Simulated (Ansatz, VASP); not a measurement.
**One calculation of Tl, two programs**

File INCAR:

```
ALGO = Fast
EDIFF = 1E-6
ENCUT = 520
GGA = PE
ISIF = 2
ISMEAR = 0
IVDW = 12
LASPH = True
LCHARG = True
LELF = True
LREAL = False
LVHAR = True
LWAVE = False
NBANDS = 12
NELM = 100
PREC = Accurate
SIGMA = 0.15
```

Contents of KPOINTS:

```
k-points
0
Gamma
  18 18 18
```

The input POSCAR:

```
Tl
1.0
   -1.8439500000      1.8439500000      2.0380500000
    1.8439500000     -1.8439500000      2.0380500000
    1.8439500000      1.8439500000     -2.0380500000
Tl
1
Direct
    0.0000000000      0.0000000000      0.0000000000
```

Input for Ansatz:

```yaml
crystal:
  lattice:
    - [-1.84395, 1.84395, 2.03805]
    - [1.84395, -1.84395, 2.03805]
    - [1.84395, 1.84395, -2.03805]
  atoms:
    - { symbol: Tl, position: [0.0, 0.0, 0.0] }
basis:
  ecutwfc: 420
kpoints:
  mp_grid: { grid: [18, 18, 18] }
hamiltonian:
  xc: pbe
  dispersion: d3bj
scf:
  occupations: { method: gaussian, width: 0.15 }
output:
  forces: true
  stress: true
  eigenvalues: true
```

Change from the starting cell: strain -0.050 along x and y, +0.050 along z, atoms carried along.

Alike in both runs: task single point; functional PBE; dispersion D3(BJ); k mesh 18 × 18 × 18; occupations gaussian, width 0.15 eV; no spin polarisation.

```csv
,VASP,Ansatz
version,VASP 6.6.1,Ansatz 0.2.0
potentials or method,"VASP PAW PBE potentials, release 64 (Tl_d), cutoff 520 eV","scalar-relativistic, plane waves, PAW"
valence electrons in the cell,13,13
```

```csv
,VASP,Ansatz,Ansatz less VASP
gap on the k mesh at the Fermi level (eV),none,none,-
pressure (GPa),2.4,2.5,+0.04
"traceless stress, the component that is largest in VASP (GPa)",-0.46,-0.45,+0.002
```

A gap of «none» marks a metal or a gap that the smearing closes.

Neither program's run includes spin-orbit coupling.
